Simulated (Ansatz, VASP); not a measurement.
# SiC: VASP beside Ansatz

```
Si C
1.0
     3.09500    0.00000    0.00000
    -1.54750    2.68035    0.00000
     0.00000    0.00000   15.18657
Si C
6 6
Direct
  0.33333 0.66667 0.83299
  0.66667 0.33333 0.33299
  0.66667 0.33333 0.66650
  0.33333 0.66667 0.16650
  0.00000 0.00000 0.49972
  0.00000 0.00000 0.99972
  0.00000 0.00000 0.87437
  0.00000 0.00000 0.37437
  0.33333 0.66667 0.70800
  0.66667 0.33333 0.20800
  0.66667 0.33333 0.54151
  0.33333 0.66667 0.04151
```

Alike in both runs: functional PBE; k mesh 12 × 12 × 2; occupations gaussian, width 0.02 eV; no spin polarisation.

Ansatz relaxed the structure, and its values are those at the end. VASP's run is a single point on that final structure, the one shown.

|  | VASP | Ansatz |
| --- | --- | --- |
| version | VASP 6.6.1 | Ansatz 0.2.0 |
| potentials or method | VASP PAW PBE potentials, release 64 (Si, C), cutoff 520 eV | scalar-relativistic, plane waves, PAW |
| valence electrons in the cell | 48 | 48 |

|  | VASP | Ansatz | Ansatz less VASP |
| --- | --- | --- | --- |
| gap on the k mesh at the Fermi level (eV) | 2.03 | 2.03 | +0.002 |
| least direct gap on the mesh (eV) | 3.12 | 3.13 | +0.002 |
| pressure (GPa) | 0.0 | 0.0 | +0.05 |

With one functional, cell and mesh, what is left measures potentials, basis and numerics.
